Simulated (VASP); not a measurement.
# BN (P6_3mc) in VASP: further runs, part 3 of 3

VASP 6.6.1. Earlier steps stand in the parts before.

## (4) Single point, PBEsol (strain -0.0750 x Voigt [1, 1, 0, 0, 0, 0])

INCAR reads:

```
SYSTEM = BN
PREC = Accurate ; ENCUT = 520
EDIFF = 1E-7 ; ISMEAR = 0
SIGMA = 0.05 ; LREAL = .FALSE.
LASPH = .TRUE. ; NELM = 100
ALGO = Normal ; ISIF = 2
LWAVE = .FALSE. ; LCHARG = .TRUE.
GGA = PS ; LELF = .TRUE.
LVHAR = .TRUE. ; NBANDS = 16
```

KPOINTS reads:

```
regular mesh
0
G
  12 12 6
  0 0 0
```

POSCAR reads:

```
BN
1.0
    2.3623941316      0.0000000000      0.0000000000
   -1.1811970658      2.0458933317      0.0000000000
    0.0000000000      0.0000000000      4.2268550000
B N
2 2
Direct
    0.6666666667      0.3333333333      0.9997240000
    0.3333333333      0.6666666667      0.4997240000
    0.6666666667      0.3333333333      0.6252760000
    0.3333333333      0.6666666667      0.1252760000
```

Potentials or basis: VASP PAW PBE potentials, release 64 (B, N).

The run is started by

```bash
> cat potpaw_PBE.64/B/POTCAR potpaw_PBE.64/N/POTCAR > POTCAR
> mpirun -np 1 vasp_std > vasp.out
```

OUTCAR:

```text
SYSTEM = BN
   PREC = Accurate
   ENCUT = 520
   EDIFF = 1E-7
   ISMEAR = 0
   LREAL = .FALSE.
   LASPH = .TRUE.
   NELM = 100
   ISIF = 2
   GGA = PS

 ion  position               nearest neighbor table
   1  0.667  0.333  1.000-   4 1.46   4 1.46   4 1.46   3 1.58
   2  0.333  0.667  0.500-   3 1.46   3 1.46   3 1.46   4 1.58
   3  0.667  0.333  0.625-   2 1.46   2 1.46   2 1.46   1 1.58
   4  0.333  0.667  0.125-   1 1.46   1 1.46   1 1.46   2 1.58

  LATTYP: Found a hexagonal cell.
 ALAT       =     2.3623941316
 C/A-ratio  =     1.7892251523

  Lattice vectors:

 A1 = (   2.3623941316,   0.0000000000,   0.0000000000)
 A2 = (  -1.1811970658,   2.0458933317,   0.0000000000)
 A3 = (   0.0000000000,   0.0000000000,   4.2268550000)

Analysis of symmetry for initial positions (statically):
=====================================================================
 Subroutine PRICEL returns:
 Original cell was already a primitive cell.

 Routine SETGRP: Setting up the symmetry group for a
 hexagonal supercell.

 Subroutine GETGRP returns: Found 12 space group operations
 (whereof  6 operations were pure point group operations)
 out of a pool of 24 trial point group operations.

The static configuration has the point symmetry C_3v.
 The point group associated with its full space group is C_6v.

Analysis of symmetry for dynamics (positions and initial velocities):
=====================================================================
 Subroutine PRICEL returns:
 Original cell was already a primitive cell.

 Routine SETGRP: Setting up the symmetry group for a
 hexagonal supercell.

 Subroutine GETGRP returns: Found 12 space group operations
 (whereof  6 operations were pure point group operations)
 out of a pool of 24 trial point group operations.

The dynamic configuration has the point symmetry C_3v.
 The point group associated with its full space group is C_6v.

[... 117 lines left out ...]
   ISMEAR =     0;   SIGMA  =   0.05  broadening in eV -4-tet -1-fermi 0-gaus
   EFERMI_NEDOS =   21; number of points for ismear=-14 and -15
   IALGO  =     38    algorithm
   IMIX   =      4    mixing-type and parameters
     AMIX     =   0.40;   BMIX     =  1.00
     AMIX_MAG =   1.60;   BMIX_MAG =  1.00
  volume/ion in A,a.u.               =       5.11        34.47
  Fermi-wavevector in a.u.,A,eV,Ry     =   1.509028  2.851649 30.982712  2.277165
  Thomas-Fermi vector in A             =   2.619404
   LORBIT       =      0    0 simple, 1 ext, 2 COOP (PROOUT), +10 PAW based schemes
   GGA     = PS    functional components
   LHFCALC =     F    Hartree Fock is set to
   AEXX    =    0.0000 exact exchange contribution
   IVDW    =     0    specifies the selected vdW correction
   LEPSILON=     F    determine dielectric tensor
   LRPA    =     F    only Hartree local field effects (RPA)
 non-spin polarized calculation
 Gauss-broadening in eV      SIGMA  =   0.05
  energy-cutoff  :      520.00
  volume of cell :       20.43
 maximum number of plane-waves:       592
 NGX is ok and might be reduce to    18
   NGX =  9   NGY =  9   NGZ = 15

 number of electron      15.9999999 magnetization

 Free energy of the ion-electron system (eV)
  ---------------------------------------------------
  ext. energy  EPLUGINS =         0.00000000
  ---------------------------------------------------
  free energy    TOTEN  =       -35.65485518 eV

  energy without entropy =      -35.65485518  energy(sigma->0) =      -35.65485518

 E-fermi :   9.8872     XC(G=0): -13.7331

 val. band max:        9.6135182380   @ k =   0.0000   0.0000   0.0000
 cond. band min:      13.8989198973   @ k =   0.3333   0.3333   0.0000
 fundamental gap:      4.2854016592
 Fermi energy:         9.8872092117

 k-point     1 :       0.0000    0.0000    0.0000
  band No.  band energies     occupation
      1     -12.7882      2.00000
      2      -8.6416      2.00000
      3      -3.2358      2.00000
      4       7.7483      2.00000
      5       7.7483      2.00000
      6       8.6789      2.00000
[... 433 lines left out ...]
      3      -0.3697      2.00000
      4       0.9863      2.00000
      5       2.6264      2.00000
      6       5.0154      2.00000
[... 8 lines left out ...]
     15      27.5042      0.00000
     16      27.6433      0.00000

 [... further k-points ...]
[... 5 lines left out ...]
  --------------------------------------------------------------------------------------
  -------------------------------------------------------------------------------------
  Total       13.8963334     13.8963334      0.6767979      0.0000000      0.0000000      0.0000000
  in kB     1089.8283863   1089.8283863     53.0782880      0.0000000      0.0000000      0.0000000
  external PRESSURE =     744.2450202 kB  Pullay stress =       0.0000000 kB

 VOLUME and BASIS-vectors are now :
 -----------------------------------------------------------------------------
  energy-cutoff  :      520.00
  volume of cell :       20.43
      direct lattice vectors                 reciprocal lattice vectors
     2.362394132  0.000000000  0.000000000     0.423299392  0.244392018  0.000000000
    -1.181197066  2.045893332  0.000000000     0.000000000  0.488784036  0.000000000
     0.000000000  0.000000000  4.226855000     0.000000000  0.000000000  0.236582518

 POSITION                                       TOTAL-FORCE (eV/Angst)
 -----------------------------------------------------------------------------------
      1.18120      0.68196      4.22569         0.000000      0.000000     -0.634320
     -0.00000      1.36393      2.11226        -0.000000      0.000000     -0.634320
      1.18120      0.68196      2.64295         0.000000      0.000000      0.634320
     -0.00000      1.36393      0.52952        -0.000000      0.000000      0.634320
 -----------------------------------------------------------------------------------
    total drift:                                0.000000      0.000000      0.000467

  FREE ENERGIE OF THE ION-ELECTRON SYSTEM (eV)
  ---------------------------------------------------
  free  energy   TOTEN  =       -35.6548551783 eV

  energy  without entropy=      -35.6548551783  energy(sigma->0) =      -35.65485518
```

OSZICAR:

```text
N       E                     dE             d eps       ncg     rms          rms(c)
DAV:   1     0.391074685383E+02    0.39107E+02   -0.85700E+03  2440   0.992E+02
DAV:   2    -0.360492723146E+02   -0.75157E+02   -0.69812E+02  3440   0.241E+02
DAV:   3    -0.381781754319E+02   -0.21289E+01   -0.21240E+01  2768   0.372E+01
DAV:   4    -0.381823329477E+02   -0.41575E-02   -0.41573E-02  3016   0.185E+00
DAV:   5    -0.381823422825E+02   -0.93348E-05   -0.93348E-05  2704   0.800E-02    0.108E+01
DAV:   6    -0.359880777065E+02    0.21943E+01   -0.22591E+00  3024   0.138E+01    0.536E+00
DAV:   7    -0.357035902658E+02    0.28449E+00   -0.45462E-01  3168   0.551E+00    0.298E+00
DAV:   8    -0.356559796267E+02    0.47611E-01   -0.60810E-02  3080   0.212E+00    0.293E-01
DAV:   9    -0.356548289896E+02    0.11506E-02   -0.30316E-03  2776   0.612E-01    0.180E-01
DAV:  10    -0.356548540170E+02   -0.25027E-04   -0.27332E-04  3128   0.146E-01    0.262E-02
DAV:  11    -0.356548550893E+02   -0.10723E-05   -0.35441E-05  2896   0.535E-02    0.167E-02
DAV:  12    -0.356548551326E+02   -0.43340E-07   -0.34662E-06  3112   0.200E-02    0.283E-03
DAV:  13    -0.356548551783E+02   -0.45678E-07   -0.21777E-07  2504   0.515E-03
   1 F= -.35654855E+02 E0= -.35654855E+02  d E =-.634234E-17
```

Run time: 44 s. Hardware: 1 thread of Intel Xeon 6975P-C, shared host; peak memory 0.14 GiB.

What came out:

```
Free energy            : -35.6549 eV
Pressure               : 74.4 GPa
Largest force          : 0.634 eV/Å
Band gap on the k mesh : 4.29 eV, indirect (least direct gap 6.52 eV)
```

Forces in eV/Å, atoms in the order of the input:
```
B    0.000  0.000 -0.634
B    0.000  0.000 -0.634
N    0.000  0.000  0.634
N    0.000  0.000  0.634
```

Stress tensor (GPa, compression positive):
```
108.98   0.00   0.00
  0.00 108.98   0.00
  0.00   0.00   5.31
```

Levels at points of the mesh, in eV from the valence-band top:
```csv
k point,band 5,band 6,band 7,band 8,band 9,band 10,band 11,band 12
"(0.00, 0.00, 0.00)",-1.87,-0.93,0.00,0.00,6.52,9.66,9.66,13.00
"(0.50, 0.00, 0.00)",-7.79,-5.39,-5.22,-2.81,7.46,7.79,11.79,12.08
"(0.00, 0.00, 0.50)",-1.02,-1.02,-1.02,-1.02,11.15,11.15,11.15,11.15
"(0.50, 0.00, 0.50)",-4.62,-4.62,-4.28,-4.28,6.35,6.35,10.65,10.65
```

Caveat: the cell differs from its parent crystal (strain -0.0750 x Voigt [1, 1, 0, 0, 0, 0]); the PAW data sets were made with another functional, which shifts forces and pressure a little.

## (5) Single point, PBEsol (strain -0.0375 x Voigt [1, 1, 0, 0, 0, 0])

INCAR reads:

```
PREC = Accurate
ENCUT = 520
EDIFF = 1E-6
ISMEAR = 0
SIGMA = 0.05
LREAL = F
LASPH = T
NELM = 60
ALGO = Normal
ISIF = 2
LWAVE = F
LCHARG = F
GGA = PS
NBANDS = 16
```

KPOINTS reads:

```
regular mesh
0
Gamma
  12 12 6
```

Changes to POSCAR since step 4:

```diff
@@ -2,4 +2,4 @@
 1.0
-    2.3623941316      0.0000000000      0.0000000000
-   -1.1811970658      2.0458933317      0.0000000000
+    2.4581668666      0.0000000000      0.0000000000
+   -1.2290834333      2.1288349532      0.0000000000
     0.0000000000      0.0000000000      4.2268550000
```

The run is started by

```bash
> cat potpaw_PBE.64/B/POTCAR potpaw_PBE.64/N/POTCAR > POTCAR
> mpirun -np 1 vasp_std > vasp.out
```

It took 46 s on 1 thread of Intel Xeon 6975P-C, shared host; peak memory 0.14 GiB.

It converged, with:

```yaml
Free_energy: -36.4322 eV
Pressure: 27.7 GPa
Largest_force: 0.188 eV/Å
Band_gap_on_the_k_mesh: 4.68 eV, indirect (least direct gap 7.58 eV)
```

Forces on the atoms (eV/Å):
```
B    0.000  0.000 -0.188
B    0.000  0.000 -0.188
N    0.000  0.000  0.188
N    0.000  0.000  0.188
```

Stress tensor (GPa, compression positive):
```
42.09  0.00  0.00
 0.00 42.09  0.00
 0.00  0.00 -1.17
```

Levels at points of the mesh, in eV from the valence-band top:
```csv
k point,band 6,band 7,band 8,band 9,band 10,band 11
"(0.00, 0.00, 0.00)",-0.51,0.00,0.00,7.58,8.94,8.94
"(0.50, 0.00, 0.00)",-5.16,-4.78,-2.43,7.16,7.68,11.12
"(0.00, 0.00, 0.50)",-1.10,-1.10,-1.10,10.45,10.45,10.46
"(0.50, 0.00, 0.50)",-4.05,-3.99,-3.99,6.47,6.47,10.21
```

Caveat: the cell differs from its parent crystal (strain -0.0375 x Voigt [1, 1, 0, 0, 0, 0]); the PAW data sets were made with another functional, which shifts forces and pressure a little. A k mesh can miss the band edges.

## (6) Single point, PBEsol (strain +0.0375 x Voigt [1, 1, 0, 0, 0, 0])

INCAR reads:

```
SYSTEM = BN
PREC = Accurate ; ENCUT = 520
EDIFF = 1E-6 ; ISMEAR = 0
SIGMA = 0.05 ; LREAL = .False.
LASPH = .True. ; NELM = 80
ALGO = Normal ; ISIF = 2
LWAVE = .False. ; LCHARG = .True.
GGA = PS ; LELF = .True.
LVHAR = .True. ; NBANDS = 16
```

KPOINTS reads:

```
Automatic mesh
0
Gamma
  12 12 6
  0 0 0
```

Changes to POSCAR since step 5:

```diff
@@ -2,4 +2,4 @@
 1.0
-    2.4581668666      0.0000000000      0.0000000000
-   -1.2290834333      2.1288349532      0.0000000000
+    2.6497123368      0.0000000000      0.0000000000
+   -1.3248561684      2.2947181963      0.0000000000
     0.0000000000      0.0000000000      4.2268550000
```

Potentials or basis: VASP PAW PBE potentials, release 64 (B, N).

The run is started by

```bash
> cat potpaw_PBE.64/B/POTCAR potpaw_PBE.64/N/POTCAR > POTCAR
> mpirun -np 1 vasp_std > vasp.out
```

It took 48 s on 1 thread of Intel Xeon 6975P-C, shared host; peak memory 0.15 GiB.

Results (log left out):

- Free energy: -36.3666 eV
- Pressure: -28.3 GPa
- Largest force: 0.028 eV/Å
- Band gap on the k mesh: 5.18 eV, indirect (least direct gap 7.49 eV)

Forces in eV/Å, atoms in the order of the input:
```
B    0.000  0.000  0.028
B    0.000  0.000  0.028
N    0.000  0.000 -0.028
N    0.000  0.000 -0.028
```

Stress tensor (GPa, compression positive):
```
-37.77   0.00   0.00
  0.00 -37.77   0.00
  0.00   0.00  -9.23
```

Levels at points of the mesh, in eV from the valence-band top:
| k point | band 6 | band 7 | band 8 | band 9 | band 10 | band 11 |
| --- | --- | --- | --- | --- | --- | --- |
| (0.00, 0.00, 0.00) | -0.19 | 0.00 | 0.00 | 7.65 | 7.65 | 7.82 |
| (0.50, 0.00, 0.00) | -4.80 | -4.16 | -1.81 | 5.91 | 7.74 | 9.83 |
| (0.00, 0.00, 0.50) | -1.24 | -1.24 | -1.24 | 8.15 | 8.15 | 9.20 |
| (0.50, 0.00, 0.50) | -3.55 | -3.17 | -3.17 | 6.18 | 6.18 | 9.61 |

Caveat: the cell differs from its parent crystal (strain +0.0375 x Voigt [1, 1, 0, 0, 0, 0]); the PAW data sets were made with another functional, which shifts forces and pressure a little.

## (7) Overview

| cell | gap on the mesh (eV) | pressure (GPa) | largest force (eV/Å) |
| --- | --- | --- | --- |
| a = 2.171, b = 2.171, c = 4.227 Å, angles 90.0, 90.0, 120.0°, 4 atoms | 3.13 | 230.8 | 2.69 |
| a = 2.267, b = 2.267, c = 4.227 Å, angles 90.0, 90.0, 120.0°, 4 atoms | 3.78 | 139.8 | 1.43 |
| a = 2.362, b = 2.362, c = 4.227 Å, angles 90.0, 90.0, 120.0°, 4 atoms | 4.29 | 74.4 | 0.63 |
| a = 2.458, b = 2.458, c = 4.227 Å, angles 90.0, 90.0, 120.0°, 4 atoms | 4.68 | 27.7 | 0.19 |
| a = 2.650, b = 2.650, c = 4.227 Å, angles 90.0, 90.0, 120.0°, 4 atoms | 5.18 | -28.3 | 0.03 |

Alike in all rows: task single point; level PBEsol; potentials or basis VASP PAW PBE potentials, release 64 (B, N); no spin polarisation; k mesh 12 × 12 × 6; cutoff (eV) 520; smearing gaussian 0.05 eV.

Caveats: the PAW data sets were made with another functional, which shifts forces and pressure a little.

Absolute energies hang on the potentials; compare differences alone.
